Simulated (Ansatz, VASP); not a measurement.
## BaTe in VASP and in Ansatz

File INCAR:

```
PREC = Accurate
ENCUT = 500
EDIFF = 1E-6
ISMEAR = 0
SIGMA = 0.05
LREAL = False
LASPH = True
NELM = 120
ALGO = Normal
ISIF = 2
LWAVE = False
LCHARG = False
GGA = PE
NBANDS = 15
GGA_COMPAT = False
```

KPOINTS

```
Automatic mesh
0
Gamma
  8 8 8
```

POSCAR

```
BaTe
1.0
    0.0000000000      3.5615736498      3.5615736498
    3.5615736498      0.0000000000      3.5615736498
    3.5615736498      3.5615736498      0.0000000000
Ba Te
1 1
Direct
    0.0000000000      0.0000000000      0.0000000000
    0.5000000000      0.5000000000      0.5000000000
```

Input for Ansatz:

```yaml
crystal:
  lattice:
    - [0.0, 3.5615736498, 3.5615736498]
    - [3.5615736498, 0.0, 3.5615736498]
    - [3.5615736498, 3.5615736498, 0.0]
  atoms:
    - { symbol: Ba, position: [0.0, 0.0, 0.0] }
    - { symbol: Te, position: [0.5, 0.5, 0.5] }
basis:
  ecutwfc: 420
kpoints:
  mp_grid: { grid: [8, 8, 8] }
hamiltonian:
  xc: pbe
scf:
  occupations: { method: gaussian, width: 0.05 }
output:
  forces: true
  stress: true
  eigenvalues: true
  write_density: true
  write_potential: true
  elf: true
  volumetric_format: npy
```

Change from the starting cell: mode 5 frozen in at +0.000 Å, equal normal strain along x, y and z +0.0083.

Alike in both runs: task single point; functional PBE; k mesh 8 × 8 × 8; occupations gaussian, width 0.05 eV; no spin polarisation.

|  | VASP | Ansatz |
| --- | --- | --- |
| version | VASP 6.6.1 | Ansatz 0.2.0 |
| potentials or method | VASP PAW PBE potentials, release 64 (Ba_sv, Te), cutoff 500 eV | scalar-relativistic, plane waves, PAW |
| valence electrons in the cell | 16 | 26 |

|  | VASP | Ansatz | Ansatz less VASP |
| --- | --- | --- | --- |
| gap on the k mesh at the Fermi level (eV) | 1.63 | 1.70 | +0.073 |
| least direct gap on the mesh (eV) | 2.01 | 2.05 | +0.046 |
| pressure (GPa) | -0.4 | -0.7 | -0.28 |

With one functional, cell and mesh, what is left measures potentials, basis and numerics. VASP's potentials hold 16 valence electrons a cell and Ansatz's 26, so a difference there can come from the potentials and not from the codes.

Spin-orbit coupling is off throughout.
